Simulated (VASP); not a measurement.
# KBr in VASP: notebook

Runs on KBr. Level: r2SCAN. Tasks: electric field gradients.

Program: VASP 6.6.1. These are calculated values, not measurements. Logs are shortened: lines on timing, memory, paths and dates and some standing lists are left out, and cuts for length are marked.

## (1) The cell of the first run

Symmetry: Fm-3m, No. 225, cubic system. The conventional cell has a = 6.589 Å, b = 6.589 Å, c = 6.589 Å, α = 90.00°, β = 90.00°, γ = 90.00°. Within 4.3 Å of K (site symmetry m-3m) lie 6 Br at 3.29 Å. Br (site symmetry m-3m) has 6 K at 3.29 Å within 4.3 Å.

## (2) Electric field gradients, r2SCAN

Input file POSCAR:

```
KBr
1.0
    0.0000000000      3.2945409698      3.2945409698
    3.2945409698      0.0000000000      3.2945409698
    3.2945409698      3.2945409698      0.0000000000
K Br
1 1
Direct
    0.0000000000      0.0000000000      0.0000000000
    0.5000000000      0.5000000000      0.5000000000
```

Input file INCAR.step1:

```
PREC = Accurate
ENCUT = 520
ISMEAR = -1
SIGMA = 0.02
LREAL = False
LASPH = True
NELM = 100
NBANDS = 15
GGA = PE
ALGO = Normal
EDIFF = 1E-4
LWAVE = True
LCHARG = False
```

Input file INCAR.step2:

```
PREC = Accurate
ENCUT = 520
EDIFF = 1E-8
ISMEAR = -1
SIGMA = 0.02
LREAL = False
LASPH = True
NELM = 100
ALGO = Normal
ISIF = 2
LWAVE = False
LCHARG = False
METAGGA = R2SCAN
LMIXTAU = True
LEFG = True
NBANDS = 15
ISTART = 1
```

Input file KPOINTS:

```
regular mesh
0
Gamma
  7 7 7
```

Potentials or basis: VASP PAW PBE potentials, release 64 (K_sv, Br).

The run is started by

```bash
> cat potpaw_PBE.64/K_sv/POTCAR potpaw_PBE.64/Br/POTCAR > POTCAR
> cp INCAR.step1 INCAR
> mpirun -np 1 vasp_std > vasp.out
> cp INCAR.step2 INCAR
> mpirun -np 1 vasp_std > vasp.out
```

OUTCAR:

```text
PREC = Accurate
   ENCUT = 520
   EDIFF = 1E-8
   ISMEAR = -1
   LREAL = False
   LASPH = True
   NELM = 100
   ISIF = 2
   METAGGA = R2SCAN
   ISTART = 1

 ion  position               nearest neighbor table
   1  0.000  0.000  0.000-   2 3.29   2 3.29   2 3.29   2 3.29   2 3.29   2 3.29
   2  0.500  0.500  0.500-   1 3.29   1 3.29   1 3.29   1 3.29   1 3.29   1 3.29

  LATTYP: Found a face centered cubic cell.
 ALAT       =     6.5890819396

  Lattice vectors:

 A1 = (   0.0000000000,   3.2945409698,   3.2945409698)
 A2 = (   3.2945409698,   0.0000000000,   3.2945409698)
 A3 = (   3.2945409698,   3.2945409698,   0.0000000000)

Analysis of symmetry for initial positions (statically):
=====================================================================
 Subroutine PRICEL returns:
 Original cell was already a primitive cell.

 Routine SETGRP: Setting up the symmetry group for a
 face centered cubic supercell.

 Subroutine GETGRP returns: Found 48 space group operations
 (whereof 48 operations were pure point group operations)
 out of a pool of 48 trial point group operations.

The static configuration has the point symmetry O_h .

Analysis of symmetry for dynamics (positions and initial velocities):
=====================================================================
 Subroutine PRICEL returns:
 Original cell was already a primitive cell.

 Routine SETGRP: Setting up the symmetry group for a
 face centered cubic supercell.

 Subroutine GETGRP returns: Found 48 space group operations
 (whereof 48 operations were pure point group operations)
 out of a pool of 48 trial point group operations.

The dynamic configuration has the point symmetry O_h .

 Subroutine INISYM returns: Found 48 space group operations
 (whereof 48 operations are pure point group operations),
 and found     1 'primitive' translations

----------------------------------------------------------------------------------------

                                     Primitive cell

  volume of cell :      71.5179

  direct lattice vectors                    reciprocal lattice vectors
     0.000000000  3.294540970  3.294540970    -0.151766211  0.151766211  0.151766211
[... 131 lines left out ...]
 cond. band min:       2.9645976705   @ k =   0.0000   0.0000   0.0000
 fundamental gap:      5.0936891011
 Fermi energy:        -1.6294943959

 k-point     1 :       0.0000    0.0000    0.0000
  band No.  band energies     occupation
      1     -31.0012      2.00000
      2     -14.8635      2.00000
      3     -13.7076      2.00000
      4     -13.7076      2.00000
      5     -13.7076      2.00000
      6      -2.1291      2.00000
      7      -2.1291      2.00000
      8      -2.1291      2.00000
      9       2.9646      0.00000
     10       6.1074      0.00000
     11       6.1074      0.00000
     12       6.1074      0.00000
     13       7.0913      0.00000
     14       7.0913      0.00000
[... 329 lines left out ...]
      2     -14.8690      2.00000
      3     -13.7740      2.00000
      4     -13.7503      2.00000
      5     -13.6067      2.00000
      6      -2.8044      2.00000
      7      -2.7650      2.00000
      8      -2.5495      2.00000
      9       5.4684      0.00000
     10       6.2283      0.00000
     11       7.0920      0.00000
     12       7.7758      0.00000
     13       9.1475      0.00000
     14       9.2317      0.00000
     15      10.0889      0.00000

------------------------ aborting loop because EDIFF is reached ----------------------------------------

  FORCE on cell =-STRESS in cart. coord.  units (eV):
  Direction    XX          YY          ZZ          XY          YZ          ZX
  --------------------------------------------------------------------------------------
  -------------------------------------------------------------------------------------
  Total        0.0644354      0.0644354      0.0644354      0.0000000      0.0000000      0.0000000
  in kB        1.4435116      1.4435116      1.4435116      0.0000000      0.0000000      0.0000000
  external PRESSURE =       1.4435116 kB  Pullay stress =       0.0000000 kB

 VOLUME and BASIS-vectors are now :
 -----------------------------------------------------------------------------
  energy-cutoff  :      520.00
  volume of cell :       71.52
      direct lattice vectors                 reciprocal lattice vectors
     0.000000000  3.294540970  3.294540970    -0.151766211  0.151766211  0.151766211
     3.294540970  0.000000000  3.294540970     0.151766211 -0.151766211  0.151766211
     3.294540970  3.294540970  0.000000000     0.151766211  0.151766211 -0.151766211

 POSITION                                       TOTAL-FORCE (eV/Angst)
 -----------------------------------------------------------------------------------
      0.00000      0.00000      0.00000         0.000000     -0.000000      0.000000
      3.29454      3.29454      3.29454        -0.000000      0.000000     -0.000000
 -----------------------------------------------------------------------------------
    total drift:                                0.000000      0.000000      0.000000

  FREE ENERGIE OF THE ION-ELECTRON SYSTEM (eV)
  ---------------------------------------------------
  free  energy   TOTEN  =       -23.2482971846 eV

  energy  without entropy=      -23.2482971846  energy(sigma->0) =      -23.24829718

 Electric field gradients (V/A^2)
---------------------------------------------------------------------
 ion       V_xx      V_yy      V_zz      V_xy      V_xz      V_yz
---------------------------------------------------------------------
   1      -0.000    -0.000     0.000     0.000     0.000     0.000
   2       0.000     0.000    -0.000     0.001     0.001     0.001
---------------------------------------------------------------------

 Electric field gradients after diagonalization (V/A^2)
 (convention: |V_zz| > |V_xx| > |V_yy|)
----------------------------------------------------------------------
 ion       V_xx      V_yy      V_zz     asymmetry (V_yy - V_xx)/ V_zz
----------------------------------------------------------------------
   1      -0.000    -0.000     0.000       0.000
   2      -0.001    -0.001     0.001       0.000
----------------------------------------------------------------------

           NMR quadrupolar parameters

 Cq : quadrupolar parameter    Cq=e*Q*V_zz/h
 eta: asymmetry parameters     (V_yy - V_xx)/ V_zz
 Q  : nuclear electric quadrupole moment in mb (millibarn)
----------------------------------------------------------------------
 ion       Cq(MHz)       eta       Q (mb)
----------------------------------------------------------------------
   1       0.000       0.000       1.000
   2       0.000       0.000       1.000
----------------------------------------------------------------------
```

OUTCAR.step1:

```text
PREC = Accurate
   ENCUT = 520
   ISMEAR = -1
   LREAL = False
   LASPH = True
[... 573 lines left out ...]
      0.00000      0.00000      0.00000         0.000000     -0.000000      0.000000
      3.29454      3.29454      3.29454        -0.000000      0.000000     -0.000000
 -----------------------------------------------------------------------------------
    total drift:                                0.000000      0.000000      0.000000

  FREE ENERGIE OF THE ION-ELECTRON SYSTEM (eV)
  ---------------------------------------------------
  free  energy   TOTEN  =        -6.2132702456 eV

  energy  without entropy=       -6.2132702456  energy(sigma->0) =       -6.21327025
```

It took 2 min on 1 thread of AMD EPYC 7R13 (Zen 3), shared host; peak memory 0.19 GiB.

Results:

| Item | Value |
| --- | --- |
| Free energy | -23.2483 eV |
| Pressure | 0.1 GPa |
| Band gap on the k mesh | 5.09 eV |
| Largest electric field gradient by atom | zero within the noise of the run |

Caveat: the PAW data sets were made with another functional, which shifts forces and pressure a little; an odd mesh through Γ misses points on the zone boundary, where band edges can lie.

## (3) Electric field gradients, r2SCAN

POSCAR is that of step 2.

Input file INCAR.step1:

```
SYSTEM = KBr
ALGO = Normal ; EDIFF = 1E-4
ENCUT = 520 ; GGA = PE
ISMEAR = -1 ; LASPH = .True.
LCHARG = .False. ; LREAL = .False.
LWAVE = .True. ; NBANDS = 15
NELM = 100 ; PREC = Accurate
SIGMA = 0.02
```

Input file INCAR.step2:

```
SYSTEM = KBr
ALGO = Normal ; EDIFF = 1E-8
ENCUT = 520 ; ISIF = 2
ISMEAR = -1 ; ISTART = 1
LASPH = .True. ; LCHARG = .False.
LEFG = .True. ; LMIXTAU = .True.
LREAL = .False. ; LWAVE = .False.
METAGGA = R2SCAN ; NBANDS = 15
NELM = 100 ; PREC = Accurate
SIGMA = 0.02
```

Input file KPOINTS:

```
k-points
0
Gamma
  7 7 7
  0 0 0
```

Potentials or basis: VASP PAW PBE potentials, release 64 (K_sv, Br).

The run is started by

```bash
> cat potpaw_PBE.64/K_sv/POTCAR potpaw_PBE.64/Br/POTCAR > POTCAR
> cp INCAR.step1 INCAR
> mpirun -np 1 vasp_std > vasp.out
> cp INCAR.step2 INCAR
> mpirun -np 1 vasp_std > vasp.out
```

OUTCAR:

```text
SYSTEM = KBr
   EDIFF = 1E-8
   ENCUT = 520
   ISIF = 2
   ISMEAR = -1
   ISTART = 1
   LASPH = .True.
   LREAL = .False.
   METAGGA = R2SCAN
   NELM = 100
   PREC = Accurate

 ion  position               nearest neighbor table
   1  0.000  0.000  0.000-   2 3.29   2 3.29   2 3.29   2 3.29   2 3.29   2 3.29
   2  0.500  0.500  0.500-   1 3.29   1 3.29   1 3.29   1 3.29   1 3.29   1 3.29

  LATTYP: Found a face centered cubic cell.
 ALAT       =     6.5890819396

  Lattice vectors:

 A1 = (   0.0000000000,   3.2945409698,   3.2945409698)
 A2 = (   3.2945409698,   0.0000000000,   3.2945409698)
 A3 = (   3.2945409698,   3.2945409698,   0.0000000000)

Analysis of symmetry for initial positions (statically):
=====================================================================
 Subroutine PRICEL returns:
 Original cell was already a primitive cell.

 Routine SETGRP: Setting up the symmetry group for a
 face centered cubic supercell.

[... 541 lines left out ...]
      direct lattice vectors                 reciprocal lattice vectors
     0.000000000  3.294540970  3.294540970    -0.151766211  0.151766211  0.151766211
     3.294540970  0.000000000  3.294540970     0.151766211 -0.151766211  0.151766211
     3.294540970  3.294540970  0.000000000     0.151766211  0.151766211 -0.151766211

 POSITION                                       TOTAL-FORCE (eV/Angst)
 -----------------------------------------------------------------------------------
      0.00000      0.00000      0.00000         0.000000     -0.000000      0.000000
      3.29454      3.29454      3.29454        -0.000000      0.000000     -0.000000
 -----------------------------------------------------------------------------------
    total drift:                                0.000000      0.000000      0.000000

  FREE ENERGIE OF THE ION-ELECTRON SYSTEM (eV)
  ---------------------------------------------------
  free  energy   TOTEN  =       -23.2482971846 eV

  energy  without entropy=      -23.2482971846  energy(sigma->0) =      -23.24829718

 Electric field gradients (V/A^2)
---------------------------------------------------------------------
 ion       V_xx      V_yy      V_zz      V_xy      V_xz      V_yz
---------------------------------------------------------------------
   1      -0.000    -0.000     0.000     0.000     0.000     0.000
   2       0.000     0.000    -0.000     0.001     0.001     0.001
---------------------------------------------------------------------

 Electric field gradients after diagonalization (V/A^2)
 (convention: |V_zz| > |V_xx| > |V_yy|)
----------------------------------------------------------------------
 ion       V_xx      V_yy      V_zz     asymmetry (V_yy - V_xx)/ V_zz
----------------------------------------------------------------------
   1      -0.000    -0.000     0.000       0.000
   2      -0.001    -0.001     0.001       0.000
----------------------------------------------------------------------

           NMR quadrupolar parameters

 Cq : quadrupolar parameter    Cq=e*Q*V_zz/h
 eta: asymmetry parameters     (V_yy - V_xx)/ V_zz
 Q  : nuclear electric quadrupole moment in mb (millibarn)
----------------------------------------------------------------------
 ion       Cq(MHz)       eta       Q (mb)
----------------------------------------------------------------------
   1       0.000       0.000       1.000
   2       0.000       0.000       1.000
----------------------------------------------------------------------
```

OSZICAR.step1:

```text
N       E                     dE             d eps       ncg     rms          rms(c)
DAV:   1     0.100003468887E+03    0.10000E+03   -0.69153E+03   600   0.939E+02
DAV:   2    -0.132437020833E+00   -0.10014E+03   -0.93362E+02   783   0.227E+02
DAV:   3    -0.611605855631E+01   -0.59836E+01   -0.59561E+01   831   0.497E+01
DAV:   4    -0.638278848834E+01   -0.26673E+00   -0.26668E+00   918   0.873E+00
DAV:   5    -0.638486404536E+01   -0.20756E-02   -0.20755E-02   852   0.907E-01    0.314E+00
DAV:   6    -0.621428044179E+01    0.17058E+00   -0.21418E-01   761   0.224E+00    0.229E+00
DAV:   7    -0.620330925714E+01    0.10971E-01   -0.10689E-01   810   0.176E+00    0.103E+00
DAV:   8    -0.621216429628E+01   -0.88550E-02   -0.11850E-02   637   0.790E-01    0.114E-01
DAV:   9    -0.621297651928E+01   -0.81222E-03   -0.84973E-04   817   0.180E-01    0.784E-02
DAV:  10    -0.621325210595E+01   -0.27559E-03   -0.27458E-04   620   0.950E-02    0.120E-02
DAV:  11    -0.621327024565E+01   -0.18140E-04   -0.23492E-05   601   0.305E-02
   1 F= -.62132702E+01 E0= -.62132702E+01  d E =-.134205E-12
```

Wall time 2 min (1 thread of AMD EPYC 7R13 (Zen 3), shared host); peak memory 0.19 GiB.

Results:

```yaml
Free_energy: -23.2483 eV
Pressure: 0.1 GPa
Band_gap_on_the_k_mesh: 5.09 eV
Largest_electric_field_gradient_by_atom: zero within the noise of the run
```

Levels at points of the mesh, in eV from the valence-band top:
```csv
k point,band 4,band 5,band 6,band 7,band 8,band 9,band 10,band 11,band 12,band 13
"(0.00, 0.00, 0.00)",-11.58,-11.58,0.00,0.00,0.00,5.09,8.24,8.24,8.24,9.22
```

Caveat: the PAW data sets were made with another functional, which shifts forces and pressure a little; an odd mesh through Γ misses points on the zone boundary, where band edges can lie.

(Part 1 of 3 ends here.)
